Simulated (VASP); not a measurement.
Set up this calculation in VASP 6.6.1, as the native input.

| Quantity | Value |
| --- | --- |
| Task | single point |
| Functional | LDA |
| Potentials or basis | VASP PAW LDA potentials, release 64 (Au) |
| Cutoff | 520 eV |
| k mesh | 13 × 13 × 1 |
| Occupations | fermi-dirac, width 0.05 eV |
| Spin | no spin polarisation |
| Dipole correction | yes |
| Further INCAR settings | ALGO = Normal; EDIFF = 1e-06; NBANDS = 36 |

The structure of Au lies in POSCAR:

```
Au
1.0
    2.8626073071      0.0000000000      0.0000000000
   -1.4313036535      2.4790906490      0.0000000000
    0.0000000000      0.0000000000     25.3492000000
Au
5
Direct
    0.8333333330      0.1666666670      0.3155910974
    0.1666666670      0.8333333330      0.4077955484
    0.5000000000      0.5000000000      0.5000000000
    0.8333333330      0.1666666670      0.5922044516
    0.1666666670      0.8333333330      0.6844089026
```

One way to write it, as run:

INCAR

```
PREC = Accurate ; ENCUT = 520
EDIFF = 1E-6 ; ISMEAR = -1
SIGMA = 0.05 ; LREAL = False
LASPH = True ; NELM = 80
ALGO = Normal ; ISIF = 2
LWAVE = False ; LCHARG = False
LDIPOL = True ; IDIPOL = 3
DIPOL = 0.5 0.5 0.500 ; NBANDS = 36
```

KPOINTS

```
regular mesh
0
Gamma
  13 13 1
```

Potentials or basis: VASP PAW LDA potentials, release 64 (Au).

Launch:

```sh
$ cat potpaw_LDA.64/Au/POTCAR > POTCAR
$ mpirun -np 1 vasp_std > vasp.out
```

It gave:

The largest force is 0.087 eV/Å and the band gap on the k mesh is zero (an odd number of electrons rules out a gap without spin polarisation).

Caveat: spin-orbit coupling is left out, which moves the levels of the heavy elements.

It took 110 s on 1 thread of AMD EPYC 9R45 (Zen 5) (shared host), peak memory 0.26 GiB.
